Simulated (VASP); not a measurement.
# CdS (Fm-3m) in VASP: a series of runs

Runs on CdS. Level: PBEsol. Tasks: single point.

All numbers are computed with VASP 6.6.1; they aren't measurements. Logs are shortened: lines on timing, memory, paths and dates and some standing lists are left out, and cuts for length are marked.

### Step 1. The cell of the first run

It takes space group Fm-3m (No. 225, cubic). Conventional cell: a = 5.356 Å, b = 5.356 Å, c = 5.356 Å, α = 90.00°, β = 90.00°, γ = 90.00°. Within 3.5 Å of Cd (site symmetry m-3m) lie 6 S at 2.68 Å. Within 3.5 Å of S (site symmetry m-3m) lie 6 Cd at 2.68 Å.

### Step 2. Single point, PBEsol

INCAR

```
PREC = Accurate
ENCUT = 500
EDIFF = 1E-6
ISMEAR = 0
SIGMA = 0.01
LREAL = False
LASPH = True
NELM = 120
ALGO = Normal
ISIF = 2
LWAVE = False
LCHARG = False
GGA = PS
NBANDS = 16
GGA_COMPAT = False
```

KPOINTS

```
regular mesh
0
Gamma
  6 6 6
```

POSCAR

```
CdS
1.0
    0.0000000000      2.6777743503      2.6777743503
    2.6777743503      0.0000000000      2.6777743503
    2.6777743503      2.6777743503      0.0000000000
Cd S
1 1
Direct
    0.0000000000      0.0000000000      0.0000000000
    0.5000000000      0.5000000000      0.5000000000
```

Potentials or basis: VASP PAW PBE potentials, release 64 (Cd, S).

Run with:

```sh
$ cat potpaw_PBE.64/Cd/POTCAR potpaw_PBE.64/S/POTCAR > POTCAR
$ mpirun -np 1 vasp_std > vasp.out
```

OUTCAR:

```text
PREC = Accurate
   ENCUT = 500
   EDIFF = 1E-6
   ISMEAR = 0
   LREAL = False
   LASPH = True
   NELM = 120
   ISIF = 2
   GGA = PS

 ion  position               nearest neighbor table
   1  0.000  0.000  0.000-   2 2.68   2 2.68   2 2.68   2 2.68   2 2.68   2 2.68
   2  0.500  0.500  0.500-   1 2.68   1 2.68   1 2.68   1 2.68   1 2.68   1 2.68

  LATTYP: Found a face centered cubic cell.
 ALAT       =     5.3555487006

  Lattice vectors:

 A1 = (   0.0000000000,   2.6777743503,   2.6777743503)
 A2 = (   2.6777743503,   0.0000000000,   2.6777743503)
 A3 = (   2.6777743503,   2.6777743503,   0.0000000000)

Analysis of symmetry for initial positions (statically):
=====================================================================
 Subroutine PRICEL returns:
 Original cell was already a primitive cell.

 Routine SETGRP: Setting up the symmetry group for a
 face centered cubic supercell.

 Subroutine GETGRP returns: Found 48 space group operations
 (whereof 48 operations were pure point group operations)
 out of a pool of 48 trial point group operations.

The static configuration has the point symmetry O_h .

Analysis of symmetry for dynamics (positions and initial velocities):
=====================================================================
 Subroutine PRICEL returns:
 Original cell was already a primitive cell.

 Routine SETGRP: Setting up the symmetry group for a
 face centered cubic supercell.

 Subroutine GETGRP returns: Found 48 space group operations
 (whereof 48 operations were pure point group operations)
 out of a pool of 48 trial point group operations.

The dynamic configuration has the point symmetry O_h .

 Subroutine INISYM returns: Found 48 space group operations
 (whereof 48 operations are pure point group operations),
 and found     1 'primitive' translations

----------------------------------------------------------------------------------------

                                     Primitive cell

  volume of cell :      38.4018

  direct lattice vectors                    reciprocal lattice vectors
     0.000000000  2.677774350  2.677774350    -0.186722231  0.186722231  0.186722231
     2.677774350  0.000000000  2.677774350     0.186722231 -0.186722231  0.186722231
     2.677774350  2.677774350  0.000000000     0.186722231  0.186722231 -0.186722231

  length of vectors
     3.786944803  3.786944803  3.786944803     0.323412390  0.323412390  0.323412390

[... 70 lines left out ...]
   NELM   =    120;   NELMIN=  2; NELMDL= -5     # of ELM steps
   EDIFF  = 0.1E-05   stopping-criterion for ELM
   LREAL  =      F    real-space projection
   EDIFFG = 0.1E-04   stopping-criterion for IOM
   NSW    =      0    number of steps for IOM
   IBRION =     -1    ionic relax: 0-MD 1-quasi-New 2-CG
   NFREE  =      0    steps in history (QN), initial steepest desc. (CG)
   ISIF   =      2    stress and relaxation
   ISYM   =      2    0-nonsym 1-usesym 2-fastsym
   POTIM  = 0.5000    time-step for ionic-motion
   TEBEG  =    0.0;   TEEND  =   0.0 temperature during run
   PSTRESS=    0.0 pullay stress
   NELECT =      18.0000    total number of electrons
   NUPDOWN=      -1.0000    fix difference up-down
   EMIN   =  10.00;   EMAX   =-10.00  energy-range for DOS
   EFERMI =   0.00;   METHOD = LEGACY
   ISMEAR =     0;   SIGMA  =   0.01  broadening in eV -4-tet -1-fermi 0-gaus
   EFERMI_NEDOS =   21; number of points for ismear=-14 and -15
   IALGO  =     38    algorithm
   IMIX   =      4    mixing-type and parameters
     AMIX     =   0.40;   BMIX     =  1.00
     AMIX_MAG =   1.60;   BMIX_MAG =  1.00
  volume/ion in A,a.u.               =      19.20       129.57
  Fermi-wavevector in a.u.,A,eV,Ry     =   1.271691  2.403148 22.003324  1.617199
  Thomas-Fermi vector in A             =   2.404611
   LORBIT       =      0    0 simple, 1 ext, 2 COOP (PROOUT), +10 PAW based schemes
   GGA     = PS    functional components
   LHFCALC =     F    Hartree Fock is set to
   AEXX    =    0.0000 exact exchange contribution
   IVDW    =     0    specifies the selected vdW correction
   LEPSILON=     F    determine dielectric tensor
   LRPA    =     F    only Hartree local field effects (RPA)
 non-spin polarized calculation
 Gauss-broadening in eV      SIGMA  =   0.01
  energy-cutoff  :      500.00
  volume of cell :       38.40
 maximum number of plane-waves:       983
   NGX = 13   NGY = 13   NGZ = 13

 number of electron      18.0000007 magnetization

 Free energy of the ion-electron system (eV)
  ---------------------------------------------------
  ext. energy  EPLUGINS =         0.00000000
  ---------------------------------------------------
  free energy    TOTEN  =        -6.62892120 eV

  energy without entropy =       -6.62892120  energy(sigma->0) =       -6.62892120

 E-fermi :   3.5433     XC(G=0): -10.9210

 val. band max:        3.4813995207   @ k =   0.5000   0.0000   0.0000
 cond. band min:       3.5854131187   @ k =   0.5000   0.5000   0.0000
 fundamental gap:      0.1040135979
 Fermi energy:         3.5433207866

 k-point     1 :       0.0000    0.0000    0.0000
  band No.  band energies     occupation
      1      -9.8243      2.00000
      2      -4.2954      2.00000
      3      -4.2954      2.00000
      4      -4.2927      2.00000
      5      -4.2927      2.00000
      6      -4.2927      2.00000
[... 281 lines left out ...]
      3      -4.3867      2.00000
      4      -4.1638      2.00000
      5      -3.9574      2.00000
      6      -3.3145      2.00000
[... 8 lines left out ...]
     15      17.5287      0.00000
     16      18.2545      0.00000

------------------------ aborting loop because EDIFF is reached ----------------------------------------

  FORCE on cell =-STRESS in cart. coord.  units (eV):
  Direction    XX          YY          ZZ          XY          YZ          ZX
  --------------------------------------------------------------------------------------
  -------------------------------------------------------------------------------------
  Total        0.6557102      0.6557102      0.6557102     -0.0000000      0.0000000     -0.0000000
  in kB       27.3571334     27.3571334     27.3571334     -0.0000000      0.0000000     -0.0000000
  external PRESSURE =      27.3571334 kB  Pullay stress =       0.0000000 kB

 VOLUME and BASIS-vectors are now :
 -----------------------------------------------------------------------------
  energy-cutoff  :      500.00
  volume of cell :       38.40
      direct lattice vectors                 reciprocal lattice vectors
     0.000000000  2.677774350  2.677774350    -0.186722231  0.186722231  0.186722231
     2.677774350  0.000000000  2.677774350     0.186722231 -0.186722231  0.186722231
     2.677774350  2.677774350  0.000000000     0.186722231  0.186722231 -0.186722231

 POSITION                                       TOTAL-FORCE (eV/Angst)
 -----------------------------------------------------------------------------------
      0.00000      0.00000      0.00000        -0.000000     -0.000000      0.000000
      2.67777      2.67777      2.67777         0.000000      0.000000     -0.000000
 -----------------------------------------------------------------------------------
    total drift:                                0.000000      0.000000      0.000000

  FREE ENERGIE OF THE ION-ELECTRON SYSTEM (eV)
  ---------------------------------------------------
  free  energy   TOTEN  =        -6.6289211970 eV

  energy  without entropy=       -6.6289211970  energy(sigma->0) =       -6.62892120
```

stdout:

```text
POSCAR found type information on POSCAR CdS
 POSCAR found :  2 types and       2 ions
 scaLAPACK will be used
 -----------------------------------------------------------------------------
|                                                                             |
|                                                                             |
|     You enforced a specific xc type in the INCAR file but a different       |
|     I HOPE YOU KNOW WHAT YOU ARE DOING!                                     |
|                                                                             |
 -----------------------------------------------------------------------------

 LDA part: xc-table for (Slater+PW92), standard interpolation
 POSCAR, INCAR and KPOINTS ok, starting setup
 FFT: planning ... GRIDC
 FFT: planning ... GRID_SOFT
 FFT: planning ... GRID
 WAVECAR not read
 entering main loop
```

It took 4.8 s on 1 thread of Intel Xeon 6975P-C (Granite Rapids), shared host; peak memory 0.15 GiB.

Results:

```yaml
Free_energy: -6.6289 eV
Pressure: 2.7 GPa
Band_gap_on_the_k_mesh: 0.10 eV, indirect (least direct gap 1.98 eV)
```

Levels at points of the mesh, in eV from the valence-band top:
| k point | band 5 | band 6 | band 7 | band 8 | band 9 | band 10 | band 11 | band 12 | band 13 | band 14 |
| --- | --- | --- | --- | --- | --- | --- | --- | --- | --- | --- |
| (0.00, 0.00, 0.00) | -7.77 | -7.77 | -0.90 | -0.90 | -0.90 | 1.08 | 9.15 | 9.15 | 9.15 | 11.03 |
| (0.50, 0.00, 0.00) | -7.52 | -7.52 | -5.22 | 0.00 | 0.00 | 3.28 | 5.73 | 5.73 | 7.30 | 12.34 |
| (0.50, 0.50, 0.00) | -7.44 | -6.62 | -4.78 | -2.46 | -2.46 | 0.10 | 5.79 | 10.15 | 11.63 | 11.63 |

Caveat: the PAW data sets were made with another functional, which shifts forces and pressure a little. A k mesh can miss the band edges.

### Step 3. Single point, PBEsol

This run uses another cell than the first one, of 20.04 Å³/atom, 1.043 times its volume.

INCAR

```
SYSTEM = CdS
ALGO = Normal
EDIFF = 1E-6
ENCUT = 500
GGA = PS
GGA_COMPAT = .FALSE.
ISIF = 2
ISMEAR = 0
LASPH = .TRUE.
LCHARG = .FALSE.
LREAL = .FALSE.
LWAVE = .FALSE.
NBANDS = 16
NELM = 120
PREC = Accurate
SIGMA = 0.01
```

KPOINTS

```
k-points
0
G
  6 6 6
  0 0 0
```

POSCAR

```
CdS
1.0
    0.0000000000      2.7160334386      2.7160334386
    2.7160334386      0.0000000000      2.7160334386
    2.7160334386      2.7160334386      0.0000000000
Cd S
1 1
Direct
    0.0000000000      0.0000000000      0.0000000000
    0.5000000000      0.5000000000      0.5000000000
```

Potentials or basis: VASP PAW PBE potentials, release 64 (Cd, S).

Run with:

```sh
$ cat potpaw_PBE.64/Cd/POTCAR potpaw_PBE.64/S/POTCAR > POTCAR
$ mpirun -np 1 vasp_std > vasp.out
```

It took 4.8 s on 1 thread of Intel Xeon 6975P-C (Granite Rapids), shared host; peak memory 0.15 GiB.

It converged, with:

```
Free energy            : -6.6375 eV
Pressure               : -1.0 GPa
Band gap on the k mesh : 0.12 eV, indirect (least direct gap 1.68 eV)
```

Levels at points of the mesh, in eV from the valence-band top:
```csv
k point,band 5,band 6,band 7,band 8,band 9,band 10,band 11,band 12,band 13,band 14
"(0.00, 0.00, 0.00)",-7.66,-7.66,-0.80,-0.80,-0.80,0.88,9.15,9.15,9.15,11.07
"(0.50, 0.00, 0.00)",-7.43,-7.43,-5.02,0.00,0.00,3.33,5.77,5.77,6.93,12.17
"(0.50, 0.50, 0.00)",-7.36,-6.63,-4.47,-2.26,-2.26,0.12,5.86,9.87,11.30,11.30
```

Caveat: the PAW data sets were made with another functional, which shifts forces and pressure a little. A k mesh can miss the band edges.

### Step 4. Single point, PBEsol

This run uses another cell than the first one, of 22.54 Å³/atom, 1.174 times its volume.

INCAR

```
SYSTEM = CdS
PREC = Accurate ; ENCUT = 500
EDIFF = 1E-6 ; ISMEAR = 0
SIGMA = 0.01 ; LREAL = .False.
LASPH = .True. ; NELM = 120
ALGO = Normal ; ISIF = 2
LWAVE = .False. ; LCHARG = .False.
GGA = PS ; NBANDS = 16
GGA_COMPAT = .False.
```

KPOINTS

```
Automatic mesh
0
Gamma
  6 6 6
  0 0 0
```

POSCAR

```
CdS
1.0
    0.0000000000      2.8247886092      2.8247886092
    2.8247886092      0.0000000000      2.8247886092
    2.8247886092      2.8247886092      0.0000000000
Cd S
1 1
Direct
    0.0000000000      0.0000000000      0.0000000000
    0.5000000000      0.5000000000      0.5000000000
```

Run with:

```sh
$ cat potpaw_PBE.64/Cd/POTCAR potpaw_PBE.64/S/POTCAR > POTCAR
$ mpirun -np 1 vasp_std > vasp.out
```

Run time: 5.8 s. Hardware: 1 thread of Intel Xeon 6975P-C (Granite Rapids), shared host; peak memory 0.16 GiB.

Results (log left out):

| Item | Value |
| --- | --- |
| Free energy | -6.4841 eV |
| Pressure | -8.0 GPa |
| Band gap on the k mesh | 0.12 eV, indirect (least direct gap 0.95 eV) |

Levels at points of the mesh, in eV from the valence-band top:
```
           k point  band 5  band 6  band 7  band 8  band 9  band 10  band 11  band 12  band 13  band 14
(0.00, 0.00, 0.00)   -7.43   -7.43   -0.56   -0.56   -0.56     0.39     9.11     9.11     9.11    10.67
(0.50, 0.00, 0.00)   -7.28   -7.28   -4.46    0.00    0.00     3.41     5.83     5.83     5.97    11.67
(0.50, 0.50, 0.00)   -7.22   -6.71   -3.70   -1.80   -1.80     0.12     6.02     9.10    10.43    10.43
```

Caveat: the PAW data sets were made with another functional, which shifts forces and pressure a little. A k mesh can miss the band edges.

### Step 5. Summary

| cell | gap on the mesh (eV) | pressure (GPa) |
| --- | --- | --- |
| a = 3.787 Å, angles 60.0°, 2 atoms | 0.10 | 2.7 |
| a = 3.841 Å, angles 60.0°, 2 atoms | 0.12 | -1.0 |
| a = 3.995 Å, angles 60.0°, 2 atoms | 0.12 | -8.0 |

Alike in all rows: task single point; level PBEsol; potentials or basis VASP PAW PBE potentials, release 64 (Cd, S); no spin polarisation; k mesh 6 × 6 × 6; cutoff (eV) 500; smearing gaussian 0.01 eV.

Caveats: the PAW data sets were made with another functional, which shifts forces and pressure a little.

Absolute energies hang on the potentials; compare differences alone.
